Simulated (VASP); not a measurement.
**BeCr3: single point with PBE**

Crystal: BeCr3.

```xyz
8
Lattice="7.0224 0.0000 0.0000 0.0000 3.5112 0.0000 0.0000 0.0000 3.5112" Properties=species:S:1:pos:R:3 pbc="T T T"
Be    0.0000    0.0000    0.0000
Be    3.5112    0.0000    0.0000
Cr    0.0000    1.7556    1.7556
Cr    1.7556    0.0000    1.7556
Cr    1.7556    1.7556    0.0000
Cr    3.5112    1.7556    1.7556
Cr    5.2668    0.0000    1.7556
Cr    5.2668    1.7556    0.0000
```

- Program: VASP 6.6.1
- Task: single point
- Functional: PBE
- Potentials or basis: VASP PAW PBE potentials, release 64 (Be, Cr_pv)
- Cutoff: 520 eV
- k mesh: 3 × 6 × 6
- Occupations: fermi-dirac, width 0.15 eV
- Spin: collinear spin, antiferromagnetic start
- Starting moments: [0.0, 0.0, 2.4, -2.4, 2.4, -2.4, 2.4, -2.4] μB
- Dipole correction: no
- Further INCAR settings: ALGO = Normal; EDIFF = 1e-06; NBANDS = 52

```yaml
Pressure: -0.5 GPa
Band_gap_on_the_k_mesh: zero (filled and empty bands overlap)
Net_moment: 0.00 μB per cell
Valence_electrons_inside_the_program's_atomic_spheres: Be 1.17; Cr 11.06
```

Levels at points of the mesh, in eV from the Fermi level:
Spin up:
```tsv
k point	band 36	band 37	band 38	band 39	band 40	band 41
(0.00, 0.00, 0.00)	-0.08	0.41	0.61	0.61	0.61	0.73
(0.00, 0.50, 0.00)	-0.61	-0.61	-0.15	-0.08	0.34	0.34
(0.00, 0.50, 0.50)	-0.81	-0.61	-0.61	0.34	0.34	0.38
```
Spin down:
```
           k point  band 34  band 35  band 36  band 37  band 38  band 39  band 40  band 41  band 42  band 43
(0.00, 0.00, 0.00)    -0.76    -0.15    -0.08     0.41     0.61     0.61     0.61     0.73     0.73     1.08
(0.00, 0.50, 0.00)    -0.76    -0.76    -0.61    -0.61    -0.15    -0.08     0.34     0.34     0.38     0.41
(0.00, 0.50, 0.50)    -0.81    -0.81    -0.81    -0.61    -0.61     0.34     0.34     0.38     0.50     0.50
```

Run time: 4.1 min on 1 thread of Intel(R) Xeon(R) Platinum 8259CL CPU @ 2.50GHz (Skylake/Cascade Lake), with other jobs on the host, peak memory 0.3 GiB.

Caveat: the moments typed at the start vanished in this run.
